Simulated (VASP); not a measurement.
BP, 2 atoms in the cell. It takes space group F-43m (No. 216, cubic). Conventional cell: a = 4.538 Å, b = 4.538 Å, c = 4.538 Å, α = 90.00°, β = 90.00°, γ = 90.00°. Within 2.6 Å of P (site symmetry -43m) lie 4 B at 1.97 Å. Within 2.6 Å of B (site symmetry -43m) lie 4 P at 1.97 Å. 

```yaml
Program: VASP 6.6.1
Task: single point
Functional: PBE
Potentials_or_basis: VASP PAW PBE potentials, release 64 (P, B)
Cutoff: 520 eV
k_mesh: 10 × 10 × 10
Occupations: gaussian, width 0.021 eV
Spin: no spin polarisation
Dipole_correction: no
Further_INCAR_settings: ALGO = Normal; EDIFF = 1e-06; NBANDS = 11
```

Potentials or basis: VASP PAW PBE potentials, release 64 (P, B).

The run is started by

```sh
$ cat potpaw_PBE.64/P/POTCAR potpaw_PBE.64/B/POTCAR > POTCAR
$ mpirun -np 1 vasp_std > vasp.out
```

Hardware: 1 thread of AMD EPYC 7R43 64-Core Processor (Zen 3), on a shared host.

How long does it take, and how much memory?

Run time: 12 s on 1 thread of AMD EPYC 7R43 64-Core Processor (Zen 3) (shared host), peak memory 0.1 GiB. Counts: scf iterations 12, k points 47.
